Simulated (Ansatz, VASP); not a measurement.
# Rh in VASP and in Ansatz

POSCAR

```
Rh
1.0
    0.0000000000      1.9083100000      1.9083100000
    1.9083100000      0.0000000000      1.9083100000
    1.9083100000      1.9083100000      0.0000000000
Rh
1
Direct
    0.0000000000      0.0000000000      0.0000000000
```

Contents of INCAR.step1:

```
SYSTEM = Rh
PREC = Accurate ; ENCUT = 520
ISMEAR = -1 ; SIGMA = 0.1
LREAL = .False. ; LASPH = .True.
NELM = 100 ; NBANDS = 14
GGA = PE ; ALGO = Normal
EDIFF = 1E-4 ; LWAVE = .True.
LCHARG = .False.
```

INCAR.step2

```
SYSTEM = Rh
PREC = Accurate ; ENCUT = 520
EDIFF = 1E-6 ; ISMEAR = -1
SIGMA = 0.1 ; LREAL = .False.
LASPH = .True. ; NELM = 100
ALGO = Normal ; ISIF = 2
LWAVE = .False. ; LCHARG = .True.
METAGGA = R2SCAN ; LMIXTAU = .True.
LELF = .True. ; LVHAR = .True.
NBANDS = 14 ; ISTART = 1
```

The input KPOINTS:

```
regular mesh
0
Gamma
  15 15 15
  0 0 0
```

Input for Ansatz:

```yaml
crystal:
  lattice:
    - [0.0, 1.90831, 1.90831]
    - [1.90831, 0.0, 1.90831]
    - [1.90831, 1.90831, 0.0]
  atoms:
    - { symbol: Rh, position: [0.0, 0.0, 0.0] }
  symmetry: { tolerance: 0.0003 }
kpoints:
  mp_grid: { grid: [15, 15, 15], shift: [0, 0, 0] }
  band_path:
    path:
      - [0.0, 0.0, 0.0]
      - [0.5, 0.0, 0.5]
      - [0.625, 0.25, 0.625]
      - [0.375, 0.375, 0.75]
      - [0.0, 0.0, 0.0]
      - [0.5, 0.5, 0.5]
      - [0.5, 0.25, 0.75]
      - [0.5, 0.0, 0.5]
    npoints: 8
magnetization:
  spin_polarized: false
scf:
  occupations: { method: fermi_dirac }
  lower_state_search: "off"
  max_iter: 200
hamiltonian:
  pseudopotentials: { kind: paw }
  xc: r2scan
basis:
  ecutwfc: 500
  fft_grid_basis: typed
output:
  forces: true
  stress: true
  eigenvalues: true
  bader: true
  populations: true
  elf: true
  write_potential: true
  volumetric_format: npy
  dos:
    e_range: [-12, 8]
    de: 0.05
    projected: { site_lists: { Rh: [Rh] } }
checkpoint:
  read: saved_state
```

Alike in both runs: task single point; functional r2SCAN; k mesh 15 × 15 × 15; no spin polarisation.

```csv
,VASP,Ansatz
version,VASP 6.6.1,Ansatz 0.2.0
potentials or method,"VASP PAW PBE potentials, release 64 (Rh_pv), cutoff 520 eV",PAW plane waves
occupations,"fermi-dirac, width 0.1 eV",fermi-dirac
valence electrons in the cell,15,17
```

Ansatz gave:

| Quantity | Value |
| --- | --- |
| pressure (GPa) | -3.3 |

Estimate VASP's values.

pressure (GPa): -2.1.

VASP's potentials were made for PBE, not for r2SCAN. VASP's potentials hold 15 valence electrons a cell and Ansatz's 17, so a difference there can come from the potentials and not from the codes.
